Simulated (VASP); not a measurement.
# Bi (P6/mmm) in VASP: a series of runs

The runs below take Bi through single point, with PBE.

All numbers are computed with VASP 6.6.1; they aren't measurements. Logs are shortened: lines on timing, memory, paths and dates and some standing lists are left out, and cuts for length are marked.

### Step 1. The cell of the first run

It takes space group P6/mmm (No. 191, hexagonal). Conventional cell: a = 6.579 Å, b = 6.579 Å, c = 6.284 Å, α = 90.00°, β = 90.00°, γ = 120.00°. Within 3.4 Å of Bi (site symmetry 2mm) lie 5 Bi at 2.58 to 3.29 Å.

### Step 2. Single point, PBE

INCAR reads:

```
ALGO     = Fast           # electronic algorithm
EDIFF    = 1E-6           # SCF threshold, eV
ENCUT    = 520            # plane-wave cutoff, eV
GGA      = PE             # functional
ISIF     = 2              # what is computed and relaxed
ISMEAR   = 0              # smearing method
LASPH    = True           # aspherical terms in the spheres
LCHARG   = False          # write CHGCAR
LREAL    = False          # projectors in reciprocal space
LWAVE    = False          # write WAVECAR
NBANDS   = 54             # bands
NELM     = 60             # most SCF steps
PREC     = Accurate       # precision mode
SIGMA    = 0.1            # smearing width, eV
```

KPOINTS reads:

```
k-points
0
Gamma
  3 3 4
```

POSCAR reads:

```
Bi
1.0
    6.5785117900      0.0000000000      0.0000000000
   -3.2892559000      5.6971583300      0.0000000000
    0.0000000000      0.0000000000      6.2843792000
Bi
6
Direct
    0.5000000000      0.0000000000      0.7054060100
    0.0000000000      0.5000000000      0.7054060100
    0.5000000000      0.5000000000      0.7054060100
    0.0000000000      0.5000000000      0.2945939900
    0.5000000000      0.0000000000      0.2945939900
    0.5000000000      0.5000000000      0.2945939900
```

Potentials or basis: VASP PAW PBE potentials, release 64 (Bi_d).

Launch:

```console
$ cat potpaw_PBE.64/Bi_d/POTCAR > POTCAR
$ mpirun -np 1 vasp_std > vasp.out
```

OUTCAR:

```text
EDIFF = 1E-6
   ENCUT = 520
   GGA = PE
   ISIF = 2
   ISMEAR = 0
   LASPH = True
   LREAL = False
   NELM = 60
   PREC = Accurate

 ion  position               nearest neighbor table
   1  0.500  0.000  0.705-   5 2.58   2 3.29   2 3.29   3 3.29   3 3.29   5 3.70
   2  0.000  0.500  0.705-   4 2.58   1 3.29   1 3.29   3 3.29   3 3.29   4 3.70
   3  0.500  0.500  0.705-   6 2.58   2 3.29   2 3.29   1 3.29   1 3.29   6 3.70
   4  0.000  0.500  0.295-   2 2.58   5 3.29   5 3.29   6 3.29   6 3.29   2 3.70
   5  0.500  0.000  0.295-   1 2.58   4 3.29   4 3.29   6 3.29   6 3.29   1 3.70
   6  0.500  0.500  0.295-   3 2.58   4 3.29   4 3.29   5 3.29   5 3.29   3 3.70

  LATTYP: Found a hexagonal cell.
 ALAT       =     6.5785117900
 C/A-ratio  =     0.9552888861

  Lattice vectors:

 A1 = (   6.5785117900,   0.0000000000,   0.0000000000)
 A2 = (  -3.2892559000,   5.6971583300,   0.0000000000)
 A3 = (   0.0000000000,   0.0000000000,   6.2843792000)

Analysis of symmetry for initial positions (statically):
=====================================================================
 Subroutine PRICEL returns:
 Original cell was already a primitive cell.

 Routine SETGRP: Setting up the symmetry group for a
 hexagonal supercell.

 Subroutine GETGRP returns: Found 24 space group operations
 (whereof 24 operations were pure point group operations)
 out of a pool of 24 trial point group operations.

The static configuration has the point symmetry D_6h.

Analysis of symmetry for dynamics (positions and initial velocities):
=====================================================================
 Subroutine PRICEL returns:
 Original cell was already a primitive cell.

 Routine SETGRP: Setting up the symmetry group for a
 hexagonal supercell.

 Subroutine GETGRP returns: Found 24 space group operations
 (whereof 24 operations were pure point group operations)
 out of a pool of 24 trial point group operations.

The dynamic configuration has the point symmetry D_6h.

 Subroutine INISYM returns: Found 24 space group operations
 (whereof 24 operations are pure point group operations),
 and found     1 'primitive' translations

----------------------------------------------------------------------------------------

                                     Primitive cell

  volume of cell :     235.5311

  direct lattice vectors                    reciprocal lattice vectors
     6.578511790  0.000000000  0.000000000     0.152010064  0.087763052  0.000000000
    -3.289255900  5.697158330  0.000000000     0.000000000  0.175526103  0.000000000
     0.000000000  0.000000000  6.284379200     0.000000000  0.000000000  0.159124707

  length of vectors
     6.578511790  6.578511793  6.284379200     0.175526103  0.175526103  0.159124707

  position of ions in fractional coordinates (direct lattice)
     0.500000000  0.000000000  0.705406010
     0.000000000  0.500000000  0.705406010
     0.500000000  0.500000000  0.705406010
     0.000000000  0.500000000  0.294593990
     0.500000000  0.000000000  0.294593990
     0.500000000  0.500000000  0.294593990

  ion indices of the primitive-cell ions
   primitive index   ion index
                 1           1
                 2           2
                 3           3
                 4           4
                 5           5
                 6           6

----------------------------------------------------------------------------------------

 KPOINTS: k-points

Automatic generation of k-mesh.
 Grid dimensions read from file:
 generate k-points for:    3    3    4

 Generating k-lattice:

  Cartesian coordinates                     Fractional coordinates (reciprocal lattice)
     0.050670021  0.029254351  0.000000000     0.333333333 -0.000000000  0.000000000
     0.000000000  0.058508701  0.000000000     0.000000000  0.333333333  0.000000000
     0.000000000  0.000000000  0.039781177     0.000000000  0.000000000  0.250000000

  Length of vectors
     0.058508701  0.058508701  0.039781177

  Shift w.r.t. Gamma in fractional coordinates (k-lattice)
     0.000000000  0.000000000  0.000000000

 Subroutine IBZKPT returns following result:
 ===========================================

 Found      9 irreducible k-points:

 Following reciprocal coordinates:
            Coordinates               Weight
  0.000000  0.000000  0.000000      1.000000
  0.333333  0.000000  0.000000      6.000000
  0.333333  0.333333  0.000000      2.000000
  0.000000  0.000000  0.250000      2.000000
  0.333333  0.000000  0.250000     12.000000
  0.333333  0.333333  0.250000      4.000000
  0.000000  0.000000  0.500000      1.000000
  0.333333  0.000000  0.500000      6.000000
  0.333333  0.333333  0.500000      2.000000
   k-points           NKPTS =      9   k-points in BZ     NKDIM =      9   number of bands    NBANDS=     54
   number of dos      NEDOS =    301   number of ions     NIONS =      6
   total plane-waves  NPLWV = 120000
   dimension x,y,z NGX =    50 NGY =   50 NGZ =   48
   dimension x,y,z NGXF=   100 NGYF=  100 NGZF=   96
   ions per type =               6
   NGX,Y,Z   is equivalent  to a cutoff of  12.64, 12.64, 12.70 a.u.
   NGXF,Y,Z  is equivalent  to a cutoff of  25.27, 25.27, 25.40 a.u.
 SYSTEM =  unknown system
   PREC   = accura    normal or accurate (medium, high low for compatibility)
   ISTART =      0    job   : 0-new  1-cont  2-samecut
   ICHARG =      2    charge: 1-file 2-atom 10-const
   ISPIN  =      1    spin polarized calculation?
   LNONCOLLINEAR =      F non collinear calculations
   LSORBIT =      F    spin-orbit coupling
   LASPH  =      T    aspherical Exc in radial PAW
   ENCUT  =  520.0 eV  38.22 Ry    6.18 a.u.  12.23 12.23 11.68*2*pi/ulx,y,z
   NELM   =     60;   NELMIN=  2; NELMDL= -5     # of ELM steps
   EDIFF  = 0.1E-05   stopping-criterion for ELM
   LREAL  =      F    real-space projection
   EDIFFG = 0.1E-04   stopping-criterion for IOM
   NSW    =      0    number of steps for IOM
   IBRION =     -1    ionic relax: 0-MD 1-quasi-New 2-CG
   NFREE  =      0    steps in history (QN), initial steepest desc. (CG)
   ISIF   =      2    stress and relaxation
   ISYM   =      2    0-nonsym 1-usesym 2-fastsym
   POTIM  = 0.5000    time-step for ionic-motion
   TEBEG  =    0.0;   TEEND  =   0.0 temperature during run
   PSTRESS=    0.0 pullay stress
   NELECT =      90.0000    total number of electrons
   NUPDOWN=      -1.0000    fix difference up-down
   EMIN   =  10.00;   EMAX   =-10.00  energy-range for DOS
   EFERMI =   0.00;   METHOD = LEGACY
   ISMEAR =     0;   SIGMA  =   0.10  broadening in eV -4-tet -1-fermi 0-gaus
   EFERMI_NEDOS =   21; number of points for ismear=-14 and -15
   IALGO  =     68    algorithm
   IMIX   =      4    mixing-type and parameters
     AMIX     =   0.40;   BMIX     =  1.00
     AMIX_MAG =   1.60;   BMIX_MAG =  1.00
  volume/ion in A,a.u.               =      39.26       264.91
  Fermi-wavevector in a.u.,A,eV,Ry     =   1.187972  2.244942 19.201597  1.411278
  Thomas-Fermi vector in A             =   2.324112
   LORBIT       =      0    0 simple, 1 ext, 2 COOP (PROOUT), +10 PAW based schemes
   GGA     = PE    functional components
   LHFCALC =     F    Hartree Fock is set to
   AEXX    =    0.0000 exact exchange contribution
   IVDW    =     0    specifies the selected vdW correction
   LEPSILON=     F    determine dielectric tensor
   LRPA    =     F    only Hartree local field effects (RPA)
 non-spin polarized calculation
 RMM-DIIS sequential band-by-band and
 Gauss-broadening in eV      SIGMA  =   0.10
  energy-cutoff  :      520.00
  volume of cell :      235.53
 maximum number of plane-waves:      6372
 NGX is ok and might be reduce to    50
   NGX = 25   NGY = 25   NGZ = 23

 number of electron      90.0000012 magnetization

 Free energy of the ion-electron system (eV)
  ---------------------------------------------------
  ext. energy  EPLUGINS =         0.00000000
  ---------------------------------------------------
  free energy    TOTEN  =       -18.64960735 eV

  energy without entropy =      -18.59993163  energy(sigma->0) =      -18.62476949

 E-fermi :   5.1706     XC(G=0):  -8.6828

 val. band max:        5.1544725963   @ k =   0.3333   0.0000   0.5000
 cond. band min:       5.2027367277   @ k =   0.0000   0.0000   0.5000
 fundamental gap:      0.0482641313
 Fermi energy:         5.1705877274

 k-point     1 :       0.0000    0.0000    0.0000
  band No.  band energies     occupation
      1     -18.2959      2.00000
      2     -18.2220      2.00000
      3     -18.2220      2.00000
      4     -17.9033      2.00000
      5     -17.8200      2.00000
      6     -17.8199      2.00000
[... 46 lines left out ...]
     53      10.1820      0.00000
     54      10.3864      0.00000

 k-point     2 :       0.3333    0.0000    0.0000
  band No.  band energies     occupation
      1     -18.2781      2.00000
      2     -18.2337      2.00000
      3     -18.2186      2.00000
      4     -17.8788      2.00000
      5     -17.8203      2.00000
      6     -17.8023      2.00000
[... 46 lines left out ...]
     53      10.1134      0.00000
     54      10.6953      0.00000

 k-point     3 :       0.3333    0.3333    0.0000
  band No.  band energies     occupation
      1     -18.2548      2.00000
      2     -18.2548      2.00000
      3     -18.2159      2.00000
      4     -17.8452      2.00000
      5     -17.8452      2.00000
      6     -17.7908      2.00000
[... 46 lines left out ...]
     53      10.5236      0.00000
     54      10.5257      0.00000
[... 229 lines left out ...]
 k-point     8 :       0.3333    0.0000    0.5000
  band No.  band energies     occupation
      1     -18.2438      2.00000
      2     -18.1980      2.00000
      3     -18.1825      2.00000
      4     -17.8667      2.00000
      5     -17.8097      2.00000
      6     -17.7920      2.00000
[... 46 lines left out ...]
     53       8.5306      0.00000
     54       9.2748      0.00000

 k-point     9 :       0.3333    0.3333    0.5000
  band No.  band energies     occupation
      1     -18.2197      2.00000
      2     -18.2197      2.00000
      3     -18.1794      2.00000
      4     -17.8342      2.00000
      5     -17.8342      2.00000
      6     -17.7801      2.00000
[... 46 lines left out ...]
     53       8.3074      0.00000
     54       8.4474      0.00000

------------------------ aborting loop because EDIFF is reached ----------------------------------------

  FORCE on cell =-STRESS in cart. coord.  units (eV):
  Direction    XX          YY          ZZ          XY          YZ          ZX
  --------------------------------------------------------------------------------------
  -------------------------------------------------------------------------------------
  Total        0.1055275      0.1055275     46.0384977     -0.0000000     -0.0000000      0.0000000
  in kB        0.7178405      0.7178405    313.1723399     -0.0000000     -0.0000000      0.0000000
  external PRESSURE =     104.8693403 kB  Pullay stress =       0.0000000 kB

 VOLUME and BASIS-vectors are now :
 -----------------------------------------------------------------------------
  energy-cutoff  :      520.00
  volume of cell :      235.53
      direct lattice vectors                 reciprocal lattice vectors
     6.578511790  0.000000000  0.000000000     0.152010064  0.087763052  0.000000000
    -3.289255900  5.697158330  0.000000000     0.000000000  0.175526103  0.000000000
     0.000000000  0.000000000  6.284379200     0.000000000  0.000000000  0.159124707

 POSITION                                       TOTAL-FORCE (eV/Angst)
 -----------------------------------------------------------------------------------
      3.28926      0.00000      4.43304        -0.000000      0.000000      5.782828
     -1.64463      2.84858      4.43304        -0.000000     -0.000000      5.782828
      1.64463      2.84858      4.43304         0.000000      0.000000      5.782828
     -1.64463      2.84858      1.85134        -0.000000     -0.000000     -5.782828
      3.28926      0.00000      1.85134         0.000000     -0.000000     -5.782828
      1.64463      2.84858      1.85134         0.000000     -0.000000     -5.782828
 -----------------------------------------------------------------------------------
    total drift:                               -0.000000      0.000000     -0.000000

  FREE ENERGIE OF THE ION-ELECTRON SYSTEM (eV)
  ---------------------------------------------------
  free  energy   TOTEN  =       -18.6496073465 eV

  energy  without entropy=      -18.5999316346  energy(sigma->0) =      -18.62476949
```

It took 1.9 min on 1 thread of Intel Xeon Platinum 8375C at 2.90GHz (Ice Lake), shared host; peak memory 0.36 GiB.

What came out:

```
Free energy            : -18.6496 eV
Pressure               : 10.5 GPa
Largest force          : 5.783 eV/Å
Band gap on the k mesh : zero (band 45 reaches 5.22 eV, above the bottom of band 46 at 4.98 eV)
```

Forces in eV/Å, atoms in the order of the input:
```
Bi   0.000  0.000  5.783
Bi   0.000  0.000  5.783
Bi   0.000  0.000  5.783
Bi   0.000  0.000 -5.783
Bi   0.000  0.000 -5.783
Bi   0.000  0.000 -5.783
```

Stress tensor (GPa, compression positive):
```
 0.07  0.00  0.00
 0.00  0.07  0.00
 0.00  0.00 31.32
```

Caveat: the k points lie up to 0.37 Å⁻¹ apart; spin-orbit coupling is left out, which moves the levels of the heavy elements; forces of over 1 eV/Å act on the atoms, so gaps and moduli don't describe the material at rest.

### Step 3. Single point, PBE

This run uses another cell than the first one, of 40.15 Å³/atom, 1.023 times its volume.

INCAR reads:

```
ALGO = Fast
EDIFF = 1E-6
ENCUT = 520
GGA = PE
ISIF = 2
ISMEAR = 0
LASPH = True
LCHARG = False
LREAL = False
LWAVE = False
NBANDS = 54
NELM = 60
PREC = Accurate
SIGMA = 0.1
```

KPOINTS is that of step 2.

POSCAR reads:

```
Bi
1.0
    6.4347559184      0.0000000028      0.0000000000
   -3.2173779617      5.5726620911      0.0000000000
    0.0000000000      0.0000000000      6.7177005349
Bi
6
Direct
    0.5000000000      0.0000000000      0.7455187119
    0.0000000000      0.5000000000      0.7455187119
    0.5000000000      0.5000000000      0.7455187119
    0.0000000000      0.5000000000      0.2544812881
    0.5000000000      0.0000000000      0.2544812881
    0.5000000000      0.5000000000      0.2544812881
```

Potentials or basis: VASP PAW PBE potentials, release 64 (Bi_d).

Launch:

```console
$ cat potpaw_PBE.64/Bi_d/POTCAR > POTCAR
$ mpirun -np 1 vasp_std > vasp.out
```

Wall time 1.9 min (1 thread of Intel Xeon Platinum 8375C at 2.90GHz (Ice Lake), shared host); peak memory 0.36 GiB.

It converged, with:

| Item | Value |
| --- | --- |
| Free energy | -23.1427 eV |
| Pressure | -0.1 GPa |
| Band gap on the k mesh | zero (band 45 reaches 5.73 eV, above the bottom of band 46 at 4.28 eV) |

Levels at points of the mesh, in eV from the Fermi level:
| k point | band 42 | band 43 | band 44 | band 45 | band 46 | band 47 | band 48 | band 49 |
| --- | --- | --- | --- | --- | --- | --- | --- | --- |
| (0.00, 0.00, 0.00) | -1.90 | -1.90 | -1.40 | -1.40 | 2.59 | 2.71 | 3.08 | 3.52 |
| (0.00, 0.00, 0.50) | -2.27 | -1.96 | -1.70 | 0.84 | 0.84 | 1.16 | 1.16 | 3.46 |

Caveat: the k points lie up to 0.38 Å⁻¹ apart; spin-orbit coupling is left out, which moves the levels of the heavy elements.
